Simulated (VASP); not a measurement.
# Nb (Im-3m) in VASP: notebook

Aim: see how the results for Nb move with the level of theory and the settings. Levels: PBE, r2SCAN, HSE06, r2SCAN0. Tasks: single point.

All numbers are computed with VASP 6.6.1; they aren't measurements. Logs are shortened: lines on timing, memory, paths and dates and some standing lists are left out, and cuts for length are marked.

## 1. The cell of the first run

It takes space group Im-3m (No. 229, cubic). Conventional cell: a = 3.328 Å, b = 3.328 Å, c = 3.328 Å, α = 90.00°, β = 90.00°, γ = 90.00°. Nb (site symmetry m-3m) has 14 Nb at 2.88 to 3.33 Å within 3.8 Å.

## 2. Single point, PBE

Contents of INCAR:

```
SYSTEM = Nb
PREC     = Accurate       ! precision mode
ENCUT    = 500            ! plane-wave cutoff, eV
EDIFF    = 1E-6           ! SCF threshold, eV
ISMEAR   = -1             ! smearing method
SIGMA    = 0.05           ! smearing width, eV
LREAL    = .False.        ! projectors in reciprocal space
LASPH    = .True.         ! aspherical terms in the spheres
NELM     = 120            ! most SCF steps
ALGO     = Normal         ! electronic algorithm
ISIF     = 2              ! what is computed and relaxed
LWAVE    = .False.        ! write WAVECAR
LCHARG   = .True.         ! write CHGCAR
GGA      = PE             ! functional
LELF     = .True.         ! ELF
LVHAR    = .True.       
NBANDS   = 12             ! bands
GGA_COMPAT= .False.
```

Contents of KPOINTS:

```
Automatic mesh
0
Gamma
  6 6 6
  0 0 0
```

Contents of POSCAR:

```
Nb
1.0
   -1.6639500000      1.6639500000      1.6639500000
    1.6639500000     -1.6639500000      1.6639500000
    1.6639500000      1.6639500000     -1.6639500000
Nb
1
Direct
    0.0000000000      0.0000000000      0.0000000000
```

Potentials or basis: VASP PAW PBE potentials, release 64 (Nb_sv).

Started as:

```bash
cat potpaw_PBE.64/Nb_sv/POTCAR > POTCAR
mpirun -np 1 vasp_std > vasp.out
```

OUTCAR:

```text
SYSTEM = Nb
   PREC = Accurate
   ENCUT = 500
   EDIFF = 1E-6
   ISMEAR = -1
   LREAL = .False.
   LASPH = .True.
   NELM = 120
   ISIF = 2
   GGA = PE

 ion  position               nearest neighbor table
   1  0.000  0.000  0.000-

  LATTYP: Found a body centered cubic cell.
 ALAT       =     3.3279000000

  Lattice vectors:

 A1 = (  -1.6639500000,   1.6639500000,   1.6639500000)
 A2 = (   1.6639500000,  -1.6639500000,   1.6639500000)
 A3 = (   1.6639500000,   1.6639500000,  -1.6639500000)

Analysis of symmetry for initial positions (statically):
=====================================================================
 Subroutine PRICEL returns:
 Original cell was already a primitive cell.

 Routine SETGRP: Setting up the symmetry group for a
 body centered cubic supercell.

 Subroutine GETGRP returns: Found 48 space group operations
 (whereof 48 operations were pure point group operations)
 out of a pool of 48 trial point group operations.

The static configuration has the point symmetry O_h .

Analysis of symmetry for dynamics (positions and initial velocities):
=====================================================================
 Subroutine PRICEL returns:
 Original cell was already a primitive cell.

 Routine SETGRP: Setting up the symmetry group for a
 body centered cubic supercell.

 Subroutine GETGRP returns: Found 48 space group operations
 (whereof 48 operations were pure point group operations)
 out of a pool of 48 trial point group operations.

The dynamic configuration has the point symmetry O_h .

 Subroutine INISYM returns: Found 48 space group operations
 (whereof 48 operations are pure point group operations),
 and found     1 'primitive' translations

----------------------------------------------------------------------------------------

                                     Primitive cell

  volume of cell :      18.4281

  direct lattice vectors                    reciprocal lattice vectors
    -1.663950000  1.663950000  1.663950000     0.000000000  0.300489798  0.300489798
     1.663950000 -1.663950000  1.663950000     0.300489798  0.000000000  0.300489798
     1.663950000  1.663950000 -1.663950000     0.300489798  0.300489798  0.000000000

  length of vectors
     2.882045941  2.882045941  2.882045941     0.424956748  0.424956748  0.424956748

  position of ions in fractional coordinates (direct lattice)
     0.000000000  0.000000000  0.000000000

  ion indices of the primitive-cell ions
   primitive index   ion index
                 1           1

----------------------------------------------------------------------------------------

 KPOINTS: Automatic mesh

Automatic generation of k-mesh.
 Grid dimensions read from file:
 generate k-points for:    6    6    6

 Generating k-lattice:

  Cartesian coordinates                     Fractional coordinates (reciprocal lattice)
     0.000000000  0.050081633  0.050081633     0.166666667  0.000000000  0.000000000
     0.050081633  0.000000000  0.050081633     0.000000000  0.166666667  0.000000000
     0.050081633  0.050081633  0.000000000     0.000000000  0.000000000  0.166666667

  Length of vectors
     0.070826125  0.070826125  0.070826125

  Shift w.r.t. Gamma in fractional coordinates (k-lattice)
     0.000000000  0.000000000  0.000000000

 Subroutine IBZKPT returns following result:
 ===========================================

 Found     16 irreducible k-points:

 Following reciprocal coordinates:
            Coordinates               Weight
  0.000000  0.000000  0.000000      1.000000
  0.166667  0.000000  0.000000     12.000000
  0.333333  0.000000  0.000000     12.000000
  0.500000  0.000000  0.000000      6.000000
  0.166667  0.166667  0.000000     24.000000
  0.333333  0.166667  0.000000     48.000000
[... 8 lines left out ...]
  0.500000  0.500000  0.333333     12.000000
  0.500000  0.500000  0.500000      1.000000
   k-points           NKPTS =     16   k-points in BZ     NKDIM =     16   number of bands    NBANDS=     12
   number of dos      NEDOS =    301   number of ions     NIONS =      1
   total plane-waves  NPLWV =  13824
   dimension x,y,z NGX =    24 NGY =   24 NGZ =   24
   dimension x,y,z NGXF=    48 NGYF=   48 NGZF=   48
   ions per type =               1
   NGX,Y,Z   is equivalent  to a cutoff of  13.84, 13.84, 13.84 a.u.
   NGXF,Y,Z  is equivalent  to a cutoff of  27.69, 27.69, 27.69 a.u.
 SYSTEM =  Nb
   PREC   = accura    normal or accurate (medium, high low for compatibility)
   ISTART =      0    job   : 0-new  1-cont  2-samecut
   ICHARG =      2    charge: 1-file 2-atom 10-const
   ISPIN  =      1    spin polarized calculation?
   LNONCOLLINEAR =      F non collinear calculations
   LSORBIT =      F    spin-orbit coupling
   LASPH  =      T    aspherical Exc in radial PAW
   ENCUT  =  500.0 eV  36.75 Ry    6.06 a.u.   5.25  5.25  5.25*2*pi/ulx,y,z
   NELM   =    120;   NELMIN=  2; NELMDL= -5     # of ELM steps
   EDIFF  = 0.1E-05   stopping-criterion for ELM
   LREAL  =      F    real-space projection
   EDIFFG = 0.1E-04   stopping-criterion for IOM
   NSW    =      0    number of steps for IOM
   IBRION =     -1    ionic relax: 0-MD 1-quasi-New 2-CG
   NFREE  =      0    steps in history (QN), initial steepest desc. (CG)
   ISIF   =      2    stress and relaxation
   ISYM   =      2    0-nonsym 1-usesym 2-fastsym
   POTIM  = 0.5000    time-step for ionic-motion
   TEBEG  =    0.0;   TEEND  =   0.0 temperature during run
   PSTRESS=    0.0 pullay stress
   NELECT =      13.0000    total number of electrons
   NUPDOWN=      -1.0000    fix difference up-down
   EMIN   =  10.00;   EMAX   =-10.00  energy-range for DOS
   EFERMI =   0.00;   METHOD = LEGACY
   ISMEAR =    -1;   SIGMA  =   0.05  broadening in eV -4-tet -1-fermi 0-gaus
   EFERMI_NEDOS =   21; number of points for ismear=-14 and -15
   IALGO  =     38    algorithm
   IMIX   =      4    mixing-type and parameters
     AMIX     =   0.40;   BMIX     =  1.00
     AMIX_MAG =   1.60;   BMIX_MAG =  1.00
  volume/ion in A,a.u.               =      18.43       124.36
  Fermi-wavevector in a.u.,A,eV,Ry     =   1.457345  2.753983 28.896790  2.123854
  Thomas-Fermi vector in A             =   2.574157
   LORBIT       =      0    0 simple, 1 ext, 2 COOP (PROOUT), +10 PAW based schemes
   GGA     = PE    functional components
   LHFCALC =     F    Hartree Fock is set to
   AEXX    =    0.0000 exact exchange contribution
   IVDW    =     0    specifies the selected vdW correction
   LEPSILON=     F    determine dielectric tensor
   LRPA    =     F    only Hartree local field effects (RPA)
 non-spin polarized calculation
  energy-cutoff  :      500.00
  volume of cell :       18.43
 maximum number of plane-waves:       476
 NGX is ok and might be reduce to    24
   NGX = 11   NGY = 11   NGZ = 11

 number of electron      12.9999999 magnetization

 Free energy of the ion-electron system (eV)
  ---------------------------------------------------
  ext. energy  EPLUGINS =         0.00000000
  ---------------------------------------------------
  free energy    TOTEN  =       -10.19873938 eV

  energy without entropy =      -10.19073328  energy(sigma->0) =      -10.19473633

 E-fermi :  10.9693     XC(G=0): -12.3685

 val. band max:       10.8080443104   @ k =   0.3333   0.1667   0.1667
 cond. band min:      11.0283384801   @ k =   0.1667   0.0000   0.0000
 fundamental gap:      0.2202941698
 Fermi energy:        10.9693459462

 k-point     1 :       0.0000    0.0000    0.0000
  band No.  band energies     occupation
      1     -43.4398      2.00000
      2     -18.7906      2.00000
      3     -18.7906      2.00000
      4     -18.7906      2.00000
      5       4.9705      2.00000
      6      11.2893      0.00332
      7      11.2893      0.00332
      8      11.2893      0.00332
      9      14.1217      0.00000
     10      14.1217      0.00000
     11      25.0193      0.00000
     12      25.0193      0.00000

 k-point     2 :       0.1667    0.0000    0.0000
  band No.  band energies     occupation
      1     -43.3844      2.00000
      2     -19.1261      2.00000
      3     -18.8938      2.00000
      4     -18.7933      2.00000
      5       5.9948      2.00000
      6      10.6951      1.99174
      7      11.0283      0.47016
      8      12.3307      0.00000
      9      13.5566      0.00000
     10      14.1569      0.00000
     11      25.5708      0.00000
     12      26.7496      0.00000

 k-point     3 :       0.3333    0.0000    0.0000
  band No.  band energies     occupation
      1     -43.2720      2.00000
      2     -19.7593      2.00000
      3     -19.0944      2.00000
      4     -18.7989      2.00000
      5       7.3604      2.00000
      6       9.7263      2.00000
      7      11.2550      0.00658
      8      13.9306      0.00000
      9      14.4770      0.00000
     10      15.0345      0.00000
     11      23.8867      0.00000
     12      24.9486      0.00000

 k-point     4 :       0.5000    0.0000    0.0000
  band No.  band energies     occupation
      1     -43.2148      2.00000
      2     -20.0597      2.00000
      3     -19.1920      2.00000
      4     -18.8019      2.00000
      5       7.2598      2.00000
      6       9.3155      2.00000
      7      13.0462      0.00000
      8      14.1432      0.00000
      9      14.8100      0.00000
     10      17.1268      0.00000
     11      22.4098      0.00000
     12      22.6047      0.00000

 k-point     5 :       0.1667    0.1667    0.0000
  band No.  band energies     occupation
      1     -43.3004      2.00000
      2     -19.5544      2.00000
      3     -19.0308      2.00000
      4     -18.8682      2.00000
      5       7.4950      2.00000
      6      10.0968      2.00000
      7      10.2894      2.00000
      8      13.2748      0.00000
      9      14.4984      0.00000
     10      14.7114      0.00000
     11      25.3987      0.00000
     12      26.3048      0.00000
[... 108 lines left out ...]
      1     -43.1562      2.00000
      2     -19.8039      2.00000
      3     -19.5169      2.00000
      4     -19.1068      2.00000
      5       8.9284      2.00000
      6       9.0072      2.00000
      7      10.6817      1.99368
      8      13.5922      0.00000
      9      15.2247      0.00000
     10      18.8460      0.00000
     11      22.4548      0.00000
     12      24.3018      0.00000

 k-point    14 :      -0.3333    0.3333    0.3333
  band No.  band energies     occupation
      1     -43.1412      2.00000
      2     -19.6270      2.00000
      3     -19.4379      2.00000
      4     -19.4379      2.00000
      5       8.4834      2.00000
      6       8.5726      2.00000
      7      13.0657      0.00000
      8      13.0657      0.00000
      9      14.7122      0.00000
     10      16.4612      0.00000
     11      25.4177      0.00000
     12      25.4177      0.00000

 k-point    15 :       0.5000    0.5000    0.3333
  band No.  band energies     occupation
      1     -43.0969      2.00000
      2     -19.7636      2.00000
      3     -19.5477      2.00000
      4     -19.4557      2.00000
      5       7.8887      2.00000
      6       8.1502      2.00000
      7      13.4086      0.00000
      8      13.7416      0.00000
      9      16.5575      0.00000
     10      19.4163      0.00000
     11      21.1129      0.00000
     12      22.7149      0.00000

 k-point    16 :       0.5000    0.5000    0.5000
  band No.  band energies     occupation
      1     -43.0570      2.00000
      2     -19.6611      2.00000
      3     -19.6611      2.00000
      4     -19.6611      2.00000
      5       7.2976      2.00000
      6       7.2976      2.00000
      7      16.3818      0.00000
      8      16.3818      0.00000
      9      16.3818      0.00000
     10      19.7608      0.00000
     11      19.7608      0.00000
     12      19.7608      0.00000

------------------------ aborting loop because EDIFF is reached ----------------------------------------

  FORCE on cell =-STRESS in cart. coord.  units (eV):
  Direction    XX          YY          ZZ          XY          YZ          ZX
  --------------------------------------------------------------------------------------
  -------------------------------------------------------------------------------------
  Total       -0.6426323     -0.6426323     -0.6426323      0.0000000     -0.0000000      0.0000000
  in kB      -55.8717606    -55.8717606    -55.8717606      0.0000000     -0.0000000      0.0000000
  external PRESSURE =     -55.8717606 kB  Pullay stress =       0.0000000 kB

 VOLUME and BASIS-vectors are now :
 -----------------------------------------------------------------------------
  energy-cutoff  :      500.00
  volume of cell :       18.43
      direct lattice vectors                 reciprocal lattice vectors
    -1.663950000  1.663950000  1.663950000     0.000000000  0.300489798  0.300489798
     1.663950000 -1.663950000  1.663950000     0.300489798  0.000000000  0.300489798
     1.663950000  1.663950000 -1.663950000     0.300489798  0.300489798  0.000000000

 POSITION                                       TOTAL-FORCE (eV/Angst)
 -----------------------------------------------------------------------------------
      0.00000      0.00000      0.00000         0.000000     -0.000000     -0.000000
 -----------------------------------------------------------------------------------
    total drift:                                0.000000      0.000000     -0.000000

  FREE ENERGIE OF THE ION-ELECTRON SYSTEM (eV)
  ---------------------------------------------------
  free  energy   TOTEN  =       -10.1987393752 eV

  energy  without entropy=      -10.1907332832  energy(sigma->0) =      -10.19473633
```

It took 3 s on 1 thread of Intel Xeon 6975P-C (Granite Rapids), shared host; peak memory 0.13 GiB.

What came out:

```yaml
Free_energy: -10.1987 eV
Pressure: -5.6 GPa
```

Caveat: the k points lie up to 0.45 Å⁻¹ apart.

[end of part 1 of 2]
